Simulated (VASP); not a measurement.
Here is a VASP 6.6.1 calculation.

The input POSCAR:

```
N
1.0
    5.7845356206      0.0000000000      0.0000000000
    0.0000000000      5.7845356206      0.0000000000
    0.0000000000      0.0000000000      5.7845356206
N
8
Direct
    0.0545464419      0.0545464419      0.0545464419
    0.4454535581      0.9454535581      0.5545464419
    0.5545464419      0.4454535581      0.9454535581
    0.9454535581      0.5545464419      0.4454535581
    0.9454535581      0.9454535581      0.9454535581
    0.5545464419      0.0545464419      0.4454535581
    0.4454535581      0.5545464419      0.0545464419
    0.0545464419      0.4454535581      0.5545464419
```

The input INCAR.step1:

```
SYSTEM = N
PREC = Accurate ; ENCUT = 520
ISMEAR = -1 ; SIGMA = 0.05
LREAL = .False. ; LASPH = .True.
NELM = 100 ; NBANDS = 30
GGA = PE ; ALGO = Normal
EDIFF = 1E-4 ; LWAVE = .True.
LCHARG = .False.
```

Contents of INCAR.step2:

```
SYSTEM = N
PREC = Accurate ; ENCUT = 520
EDIFF = 1E-6 ; ISMEAR = -1
SIGMA = 0.05 ; LREAL = .False.
LASPH = .True. ; NELM = 100
ALGO = Normal ; ISIF = 2
LWAVE = .False. ; LCHARG = .True.
METAGGA = R2SCAN ; LMIXTAU = .True.
LELF = .True. ; LVHAR = .True.
NBANDS = 30 ; ISTART = 1
```

Contents of KPOINTS:

```
Automatic mesh
0
Gamma
  5 5 5
  0 0 0
```

Potentials or basis: VASP PAW PBE potentials, release 64 (N).

The run is started by

```bash
$ cat potpaw_PBE.64/N/POTCAR > POTCAR
$ cp INCAR.step1 INCAR
$ mpirun -np 1 vasp_std > vasp.out
$ cp INCAR.step2 INCAR
$ mpirun -np 1 vasp_std > vasp.out
```

(1) What does it give for the largest force?

(2) Predict the band gap on the k mesh.

(3) Predict the pressure.

Answers

(1) 2.309 eV/Å.

(2) 8.25 eV (least direct gap 8.27 eV).

(3) 2.4 GPa.

Caveat: the standard files for N, O and F lose accuracy on very short bonds; the PAW data sets were made with another functional, which shifts forces and pressure a little; an odd mesh through Γ misses points on the zone boundary, where band edges can lie.
